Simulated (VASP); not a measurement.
The system is SiMo3.

```
Mo Si
1.0
     4.88900    0.00000    0.00000
     0.00000    4.88900    0.00000
     0.00000    0.00000    4.88900
Mo Si
6 2
Direct
  0.00000 0.50000 0.25000
  0.00000 0.50000 0.75000
  0.50000 0.25000 0.00000
  0.75000 0.00000 0.50000
  0.50000 0.75000 0.00000
  0.25000 0.00000 0.50000
  0.50000 0.50000 0.50000
  0.00000 0.00000 0.00000
```

```yaml
Program: VASP 6.6.1
Task: relaxation of cell and atoms
Functional: LDA
Potentials_or_basis: VASP PAW LDA potentials, release 64 (Mo_sv, Si)
Cutoff: 600 eV
k_mesh: 6 × 6 × 6
Occupations: fermi-dirac, width 0.05 eV
Spin: no spin polarisation
```

At the start: pressure -7.8 GPa; volume 14.61 Å³/atom.

Problem. How do energy, volume and symmetry change on relaxing?

Solution. Over 4 steps the energy falls by 10.7 meV/atom and the volume is 14.18 Å³/atom (-2.9 %); space group Pm-3n (No. 223, to 0.1 Å) before and after.

The path:
```tsv
step	energy change (eV)	largest force (eV/Å)	pressure (GPa)	volume (Å³)
1	0.0000	0.0000	-7.78	116.86
2	0.4945	0.0000	24.34	105.27
3	-0.0855	0.0000	-0.23	113.52
4	-0.0856	0.0000	-0.09	113.43
```

Final structure:
```xyz
8
Lattice="4.8408 0.0000 0.0000 0.0000 4.8408 0.0000 0.0000 0.0000 4.8408" Properties=species:S:1:pos:R:3 pbc="T T T"
Mo    0.0000    2.4204    1.2102
Mo    0.0000    2.4204    3.6306
Mo    2.4204    1.2102    4.8408
Mo    3.6306    0.0000    2.4204
Mo    2.4204    3.6306    4.8408
Mo    1.2102    4.8408    2.4204
Si    2.4204    2.4204    2.4204
Si    0.0000    0.0000    0.0000
```
